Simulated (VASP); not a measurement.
Set up this calculation in VASP 6.6.1, as the native input.

* Task: single point
* Functional: PBEsol
* Potentials or basis: VASP PAW PBE potentials, release 64 (Mg, O)
* Cutoff: 520 eV
* k mesh: 12 × 12 × 12
* Occupations: gaussian, width 0.02 eV
* Spin: no spin polarisation
* Dipole correction: no
* Further INCAR settings: ALGO = Normal; EDIFF = 1e-06; NBANDS = 14

The structure of MgO2 lies in POSCAR:

```
MgO2
1.0
    1.5839843869      0.9145138122      3.4568788297
   -1.5839843869      0.9145138122      3.4568788297
    0.0000000000     -1.8290276243      3.4568788297
Mg O
1 2
Direct
    0.0000000000      0.0000000000      0.0000000000
    0.4291840376      0.4291840376      0.4291840376
    0.5708159624      0.5708159624      0.5708159624
```

One way to write it, as run:

INCAR

```
ALGO = Normal
EDIFF = 1E-6
ENCUT = 520
GGA = PS
ISIF = 2
ISMEAR = 0
LASPH = T
LCHARG = F
LREAL = F
LWAVE = F
NBANDS = 14
NELM = 60
PREC = Accurate
SIGMA = 0.02
```

KPOINTS

```
k-points
0
Gamma
  12 12 12
```

Potentials or basis: VASP PAW PBE potentials, release 64 (Mg, O).

Run with:

```sh
$ cat potpaw_PBE.64/Mg/POTCAR potpaw_PBE.64/O/POTCAR > POTCAR
$ mpirun -np 1 vasp_std > vasp.out
```

Results of the run:

```
Pressure               : -0.1 GPa
Largest force          : 0.234 eV/Å
Band gap on the k mesh : 2.46 eV, direct
```

Caveat: the PAW data sets were made with another functional, which shifts forces and pressure a little.

It took 110 s on 1 thread of AMD EPYC 7R43 64-Core Processor (Zen 3) (shared host), peak memory 0.18 GiB.
